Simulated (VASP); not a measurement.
# Al9N in VASP: a series of runs

The runs below take Al9N through single point, with PBEsol.

All numbers are computed with VASP 6.6.1; they aren't measurements. Logs are shortened: lines on timing, memory, paths and dates and some standing lists are left out, and cuts for length are marked.

**1. The cell of the first run**

The cell holds a slab with vacuum, 10 atoms: a = 2.836 Å, b = 9.744 Å, c = 20.252 Å, α = 90.00°, β = 90.00°, γ = 98.37°.

**2. Single point, PBEsol**

INCAR reads:

```
SYSTEM = Al9N
ALGO = Normal ; DIPOL = 0.5 0.5 0.336
EDIFF = 1E-6 ; ENCUT = 520
GGA = PS ; IDIPOL = 3
ISIF = 2 ; ISMEAR = 0
LASPH = .TRUE. ; LCHARG = .FALSE.
LDIPOL = .TRUE. ; LREAL = .FALSE.
LWAVE = .FALSE. ; NBANDS = 27
NELM = 80 ; PREC = Accurate
SIGMA = 0.1
```

KPOINTS reads:

```
k-points
0
G
  9 3 1
  0 0 0
```

POSCAR reads:

```
Al9N
1.0
    2.8360890836      0.0000000000      0.0000000000
   -1.4180445418      9.6401013232      0.0000000000
    0.0000000000      0.0000000000     20.2523775136
Al N
9 1
Direct
    0.5324569575      0.0649139150      0.1975076752
    0.6709806898      0.3419613796      0.2463716781
    0.2986854362      0.5973708725      0.2561444786
    0.9263901827      0.8527803654      0.2659172793
    0.0640247854      0.1277465523      0.3150759955
    0.2000840310      0.4041004175      0.3702277332
    0.8287416372      0.6594765630      0.3778305230
    0.4529560437      0.9112537656      0.3867831574
    0.5925587481      0.1816395522      0.4321654338
    0.8425587481      0.1816395522      0.5112415029
```

Potentials or basis: VASP PAW PBE potentials, release 64 (Al, N).

On the command line:

```sh
cat potpaw_PBE.64/Al/POTCAR potpaw_PBE.64/N/POTCAR > POTCAR
mpirun -np 1 vasp_std > vasp.out
```

OUTCAR:

```text
SYSTEM = Al9N
   EDIFF = 1E-6
   ENCUT = 520
   GGA = PS
   ISIF = 2
   ISMEAR = 0
   LASPH = .TRUE.
   LREAL = .FALSE.
   NELM = 80
   PREC = Accurate

 ion  position               nearest neighbor table
   1  0.532  0.065  0.198-   5 2.84   5 2.84   2 2.85   4 2.85   4 2.85
   2  0.671  0.342  0.246-   3 2.85   3 2.85   1 2.85   5 2.87   5 2.87   6 2.94   6 2.95
   3  0.299  0.597  0.256-   2 2.85   2 2.85   4 2.85   4 2.85   7 2.90   7 2.91   6 2.97
   4  0.926  0.853  0.266-   5 2.83   3 2.85   3 2.85   1 2.85   1 2.85   8 2.88   8 2.89   7 2.93

   5  0.064  0.128  0.315-   9 2.81   9 2.81   4 2.83   1 2.84   1 2.84   2 2.87   2 2.87   6 2.89
                             8 2.91   8 2.92
   6  0.200  0.404  0.370-   7 2.84   7 2.85   9 2.86   9 2.87   5 2.89   2 2.94   2 2.95   3 2.97

   7  0.829  0.659  0.378-   8 2.81   8 2.82   6 2.84   6 2.85   3 2.90   3 2.91   4 2.93
   8  0.453  0.911  0.387-   9 2.76   7 2.81   7 2.82   4 2.88   4 2.89   5 2.91   5 2.92
   9  0.593  0.182  0.432-  10 1.75   8 2.76   5 2.81   5 2.81   6 2.86   6 2.87
  10  0.843  0.182  0.511-   9 1.75

  LATTYP: Found a base centered orthorhombic cell.
 ALAT       =     2.8360890836
 B/A-ratio  =     6.7981653883
 C/A-ratio  =     7.1409525289

  Lattice vectors:

 A1 = (   1.4180445418,  -9.6401013232,   0.0000000000)
 A2 = (   1.4180445418,   9.6401013232,   0.0000000000)
 A3 = (   0.0000000000,   0.0000000000,  20.2523775136)

Analysis of symmetry for initial positions (statically):
=====================================================================
 Subroutine PRICEL returns:
 Original cell was already a primitive cell.

 Routine SETGRP: Setting up the symmetry group for a
 base centered orthorhombic supercell.

 Subroutine GETGRP returns: Found  1 space group operations
 (whereof  1 operations were pure point group operations)
 out of a pool of  8 trial point group operations.

The static configuration has the point symmetry C_1 .

Analysis of symmetry for dynamics (positions and initial velocities):
=====================================================================
 Subroutine PRICEL returns:
 Original cell was already a primitive cell.

 Routine SETGRP: Setting up the symmetry group for a
 base centered orthorhombic supercell.

 Subroutine GETGRP returns: Found  1 space group operations
 (whereof  1 operations were pure point group operations)
 out of a pool of  8 trial point group operations.

The dynamic configuration has the point symmetry C_1 .

 Subroutine INISYM returns: Found  1 space group operations
 (whereof  1 operations are pure point group operations),
 and found     1 'primitive' translations

----------------------------------------------------------------------------------------

                                     Primitive cell

  volume of cell :     553.7038

  direct lattice vectors                    reciprocal lattice vectors
     2.836089084  0.000000000  0.000000000     0.352598233  0.051866675  0.000000000
    -1.418044542  9.640101323  0.000000000     0.000000000  0.103733350  0.000000000
     0.000000000  0.000000000 20.252377514     0.000000000  0.000000000  0.049376919

  length of vectors
     2.836089084  9.743839276 20.252377514     0.356392573  0.103733350  0.049376919

  position of ions in fractional coordinates (direct lattice)
     0.532456958  0.064913915  0.197507675
     0.670980690  0.341961380  0.246371678
     0.298685436  0.597370873  0.256144479
     0.926390183  0.852780365  0.265917279
     0.064024785  0.127746552  0.315075996
     0.200084031  0.404100417  0.370227733
     0.828741637  0.659476563  0.377830523
     0.452956044  0.911253766  0.386783157
     0.592558748  0.181639552  0.432165434
     0.842558748  0.181639552  0.511241503

  ion indices of the primitive-cell ions
   primitive index   ion index
                 1           1
                 2           2
                 3           3
                 4           4
                 5           5
                 6           6
                 7           7
                 8           8
                 9           9
                10          10

----------------------------------------------------------------------------------------

 KPOINTS: k-points

Automatic generation of k-mesh.
 Grid dimensions read from file:
 generate k-points for:    9    3    1

 Generating k-lattice:

  Cartesian coordinates                     Fractional coordinates (reciprocal lattice)
     0.039177581  0.005762964  0.000000000     0.111111111  0.000000000  0.000000000
     0.000000000  0.034577783  0.000000000     0.000000000  0.333333333  0.000000000
     0.000000000  0.000000000  0.049376919     0.000000000  0.000000000  1.000000000

  Length of vectors
     0.039599175  0.034577783  0.049376919

  Shift w.r.t. Gamma in fractional coordinates (k-lattice)
     0.000000000  0.000000000  0.000000000

 -----------------------------------------------------------------------------
|                                                                             |
|           W    W    AA    RRRRR   N    N  II  N    N   GGGG   !!!           |
|           W    W   A  A   R    R  NN   N  II  NN   N  G    G  !!!           |
|           W    W  A    A  R    R  N N  N  II  N N  N  G       !!!           |
|           W WW W  AAAAAA  RRRRR   N  N N  II  N  N N  G  GGG   !            |
|           WW  WW  A    A  R   R   N   NN  II  N   NN  G    G                |
|           W    W  A    A  R    R  N    N  II  N    N   GGGG   !!!           |
|                                                                             |
|     Your reciprocal lattice and k-lattice belong to different lattice       |
|     classes:                                                                |
|                                                                             |
|        The reciprocal lattice is base centered orthorhombic,                |
|        whereas your k-lattice is simple monoclinic.                         |
|                                                                             |
|     Results are often still useful ...                                      |
|                                                                             |
 -----------------------------------------------------------------------------

 WARNING: IBZKPT: internal override: KBLOWUP is changed to .FALSE.
      ... skipping the blow-up phase ...

 Subroutine IBZKPT returns following result:
 ===========================================

 Found     14 irreducible k-points:

 Following reciprocal coordinates:
            Coordinates               Weight
  0.000000  0.000000  0.000000      1.000000
  0.111111  0.000000  0.000000      2.000000
  0.222222  0.000000  0.000000      2.000000
  0.333333  0.000000  0.000000      2.000000
  0.444444  0.000000  0.000000      2.000000
  0.000000  0.333333  0.000000      2.000000
  0.111111  0.333333  0.000000      2.000000
  0.222222  0.333333  0.000000      2.000000
  0.333333  0.333333  0.000000      2.000000
  0.444444  0.333333  0.000000      2.000000
 -0.444444  0.333333  0.000000      2.000000
 -0.333333  0.333333  0.000000      2.000000
 -0.222222  0.333333  0.000000      2.000000
 -0.111111  0.333333  0.000000      2.000000
   k-points           NKPTS =     14   k-points in BZ     NKDIM =     14   number of bands    NBANDS=     27
   number of dos      NEDOS =    301   number of ions     NIONS =     10
   total plane-waves  NPLWV = 276480
   dimension x,y,z NGX =    24 NGY =   72 NGZ =  160
   dimension x,y,z NGXF=    48 NGYF=  144 NGZF=  320
   ions per type =               9   1
   NGX,Y,Z   is equivalent  to a cutoff of  14.07, 12.28, 13.13 a.u.
   NGXF,Y,Z  is equivalent  to a cutoff of  28.14, 24.57, 26.27 a.u.
 SYSTEM =  Al9N
   PREC   = accura    normal or accurate (medium, high low for compatibility)
   ISTART =      0    job   : 0-new  1-cont  2-samecut
   ICHARG =      2    charge: 1-file 2-atom 10-const
   ISPIN  =      1    spin polarized calculation?
   LNONCOLLINEAR =      F non collinear calculations
   LSORBIT =      F    spin-orbit coupling
   LASPH  =      T    aspherical Exc in radial PAW
   ENCUT  =  520.0 eV  38.22 Ry    6.18 a.u.   5.27 18.12 37.66*2*pi/ulx,y,z
   NELM   =     80;   NELMIN=  2; NELMDL= -5     # of ELM steps
   EDIFF  = 0.1E-05   stopping-criterion for ELM
   LREAL  =      F    real-space projection
   EDIFFG = 0.1E-04   stopping-criterion for IOM
   NSW    =      0    number of steps for IOM
   IBRION =     -1    ionic relax: 0-MD 1-quasi-New 2-CG
   NFREE  =      0    steps in history (QN), initial steepest desc. (CG)
   ISIF   =      2    stress and relaxation
   ISYM   =      2    0-nonsym 1-usesym 2-fastsym
   POTIM  = 0.5000    time-step for ionic-motion
   TEBEG  =    0.0;   TEEND  =   0.0 temperature during run
   PSTRESS=    0.0 pullay stress
   NELECT =      32.0000    total number of electrons
   NUPDOWN=      -1.0000    fix difference up-down
   EMIN   =  10.00;   EMAX   =-10.00  energy-range for DOS
   EFERMI =   0.00;   METHOD = LEGACY
   ISMEAR =     0;   SIGMA  =   0.10  broadening in eV -4-tet -1-fermi 0-gaus
   EFERMI_NEDOS =   21; number of points for ismear=-14 and -15
   IALGO  =     38    algorithm
   IMIX   =      4    mixing-type and parameters
     AMIX     =   0.40;   BMIX     =  1.00
     AMIX_MAG =   1.60;   BMIX_MAG =  1.00
  volume/ion in A,a.u.               =      55.37       373.66
  Fermi-wavevector in a.u.,A,eV,Ry     =   0.632945  1.196092  5.450750  0.400619
  Thomas-Fermi vector in A             =   1.696433
   LORBIT       =      0    0 simple, 1 ext, 2 COOP (PROOUT), +10 PAW based schemes
   GGA     = PS    functional components
   LHFCALC =     F    Hartree Fock is set to
   AEXX    =    0.0000 exact exchange contribution
   IVDW    =     0    specifies the selected vdW correction
   LEPSILON=     F    determine dielectric tensor
   LRPA    =     F    only Hartree local field effects (RPA)
 non-spin polarized calculation
 Gauss-broadening in eV      SIGMA  =   0.10
  energy-cutoff  :      520.00
  volume of cell :      553.70
 maximum number of plane-waves:     14935
 NGX is ok and might be reduce to    24
   NGX = 11   NGY = 37   NGZ = 75

 number of electron      31.9999999 magnetization

 dipolmoment           0.000000      0.000000      0.381108 electrons x Angstroem

 Free energy of the ion-electron system (eV)
  ---------------------------------------------------
  ext. energy  EPLUGINS =         0.00000000
  ---------------------------------------------------
  free energy    TOTEN  =       -38.84076447 eV

  energy without entropy =      -38.81572730  energy(sigma->0) =      -38.82824589

 E-fermi :  -1.5899     XC(G=0):  -3.8810

 val. band max:       -1.6495120012   @ k =   0.4444   0.0000   0.0000
 cond. band min:      -1.5828620255   @ k =   0.3333   0.3333   0.0000
 fundamental gap:      0.0666499757
 Fermi energy:        -1.5898801384

 k-point     1 :       0.0000    0.0000    0.0000
  band No.  band energies     occupation
      1     -14.5352      2.00000
      2     -11.7139      2.00000
      3     -10.1732      2.00000
      4     -10.0569      2.00000
      5      -9.2204      2.00000
      6      -7.5375      2.00000
[... 19 lines left out ...]
     26       3.1194      0.00000
     27       3.4645      0.00000

 k-point     2 :       0.1111    0.0000    0.0000
  band No.  band energies     occupation
      1     -14.4363      2.00000
      2     -11.4858      2.00000
      3     -10.0662      2.00000
      4      -9.7093      2.00000
      5      -8.9995      2.00000
      6      -7.4139      2.00000
[... 352 lines left out ...]
 k-point    14 :      -0.1111    0.3333    0.0000
  band No.  band energies     occupation
      1     -14.4363      2.00000
      2     -11.3841      2.00000
      3     -10.6146      2.00000
      4      -9.0207      2.00000
      5      -8.8462      2.00000
      6      -7.8853      2.00000
[... 19 lines left out ...]
     26       2.8833      0.00000
     27       3.0983      0.00000

------------------------ aborting loop because EDIFF is reached ----------------------------------------

 vacuum level on the upper side and lower side of the slab       (xc-potential included)         1.160        -1.291

  FORCE on cell =-STRESS in cart. coord.  units (eV):
  Direction    XX          YY          ZZ          XY          YZ          ZX
  --------------------------------------------------------------------------------------
  -------------------------------------------------------------------------------------
  Total       -8.3370902     -4.7376026      0.2292520      0.8008005     -0.4640711      2.1357146
  in kB      -24.1239047    -13.7085565      0.6633554      2.3171675     -1.3428196      6.1798269
  external PRESSURE =     -12.3897019 kB  Pullay stress =       0.0000000 kB

 VOLUME and BASIS-vectors are now :
 -----------------------------------------------------------------------------
  energy-cutoff  :      520.00
  volume of cell :      553.70
      direct lattice vectors                 reciprocal lattice vectors
     2.836089084  0.000000000  0.000000000     0.352598233  0.051866675  0.000000000
    -1.418044542  9.640101323  0.000000000     0.000000000  0.103733350  0.000000000
     0.000000000  0.000000000 20.252377514     0.000000000  0.000000000  0.049376919

 POSITION                                       TOTAL-FORCE (eV/Angst)
 -----------------------------------------------------------------------------------
      1.41804      0.62578      4.00000        -0.016146      0.143264      0.065403
      1.41804      3.29654      4.98961         0.032033      0.178781     -0.037972
     -0.00000      5.75872      5.18753        -0.026745     -0.104214      0.007922
      1.41804      8.22089      5.38546        -0.013450     -0.212561     -0.159637
      0.00043      1.23149      6.38104         0.086605      0.029663      0.086324
     -0.00558      3.89557      7.49799        -0.016653      0.209408     -0.062582
      1.41522      6.35742      7.65197         0.000048     -0.073400      0.068304
     -0.00757      8.78458      7.83328         0.052963     -0.281039     -0.006994
      1.42298      1.75102      8.75238        -1.517494      0.237369     -0.009821
      2.13200      1.75102     10.35386         1.418840     -0.127271      0.049052
 -----------------------------------------------------------------------------------
    total drift:                                0.000090      0.000039     -0.000031

  FREE ENERGIE OF THE ION-ELECTRON SYSTEM (eV)
  ---------------------------------------------------
  free  energy   TOTEN  =       -38.8407644748 eV

  energy  without entropy=      -38.8157273003  energy(sigma->0) =      -38.82824589

 vacuum level on the upper side and lower side of the slab         5.072         2.533
```

Wall time 4 min (1 thread of Intel Xeon 6975P-C (Granite Rapids), shared host); peak memory 0.66 GiB.

Results:

```yaml
Free_energy: -38.8408 eV
Largest_force: 1.536 eV/Å
Band_gap_on_the_k_mesh: zero (bands 16 and 17 overlap by 0.38 eV)
```

Forces in eV/Å, atoms in the order of the input:
```
Al  -0.016  0.143  0.065
Al   0.032  0.179 -0.038
Al  -0.027 -0.104  0.008
Al  -0.013 -0.213 -0.160
Al   0.087  0.030  0.086
Al  -0.017  0.209 -0.063
Al   0.000 -0.073  0.068
Al   0.053 -0.281 -0.007
Al  -1.517  0.237 -0.010
N    1.419 -0.127  0.049
```

Levels at points of the mesh, in eV from the Fermi level:
| k point | band 14 | band 15 | band 16 | band 17 | band 18 | band 19 |
| --- | --- | --- | --- | --- | --- | --- |
| (0.00, 0.00, 0.00) | -1.55 | -1.02 | -0.40 | 0.24 | 1.08 | 2.06 |

Caveat: the PAW data sets were made with another functional, which shifts forces and pressure a little.

**3. Single point, PBEsol**

INCAR reads:

```
ALGO     = Normal         # electronic algorithm
DIPOL    = 0.5 0.5 0.332
EDIFF    = 1E-6           # SCF threshold, eV
ENCUT    = 520            # plane-wave cutoff, eV
GGA      = PS             # functional
IDIPOL   = 3            
ISIF     = 2              # what is computed and relaxed
ISMEAR   = 0              # smearing method
LASPH    = True           # aspherical terms in the spheres
LCHARG   = True           # write CHGCAR
LDIPOL   = True         
LELF     = True           # ELF
LREAL    = False          # projectors in reciprocal space
LVACPOTAV= True         
LVHAR    = True         
LWAVE    = False          # write WAVECAR
NBANDS   = 27             # bands
NELM     = 100            # most SCF steps
PREC     = Accurate       # precision mode
SIGMA    = 0.1            # smearing width, eV
```

KPOINTS reads:

```
k-points
0
Gamma
  9 3 1
```

Changes to POSCAR since step 2:

```diff
@@ -17,2 +17,2 @@
     0.5925587481      0.1816395522      0.4321654338
-    0.8425587481      0.1816395522      0.5112415029
+    0.5925587481      0.9316395522      0.4720256689
```

Potentials or basis: VASP PAW PBE potentials, release 64 (Al, N).

On the command line:

```sh
cat potpaw_PBE.64/Al/POTCAR potpaw_PBE.64/N/POTCAR > POTCAR
mpirun -np 1 vasp_std > vasp.out
```

Wall time 4.9 min (1 thread of Intel Xeon 6975P-C (Granite Rapids), shared host); peak memory 0.66 GiB.

Results (log left out):

```yaml
Free_energy: -39.4657 eV
Largest_force: 1.836 eV/Å
Band_gap_on_the_k_mesh: zero (bands 16 and 17 overlap by 0.56 eV)
```

Forces on the atoms (eV/Å):
```
Al  -0.001  0.110 -0.011
Al  -0.027  0.088  0.006
Al  -0.024  0.001 -0.024
Al   0.045 -0.208 -0.037
Al   0.061 -0.007 -0.049
Al   0.019  0.227  0.053
Al  -0.016 -0.287 -0.013
Al  -0.551 -0.473 -0.739
Al   0.224 -1.267  0.764
N    0.269  1.816  0.050
```

Levels at points of the mesh, in eV from the Fermi level:
| k point | band 13 | band 14 | band 15 | band 16 | band 17 | band 18 | band 19 | band 20 |
| --- | --- | --- | --- | --- | --- | --- | --- | --- |
| (0.00, 0.00, 0.00) | -1.73 | -1.54 | -1.18 | -0.10 | 0.51 | 0.94 | 1.73 | 2.19 |

Caveat: the PAW data sets were made with another functional, which shifts forces and pressure a little.
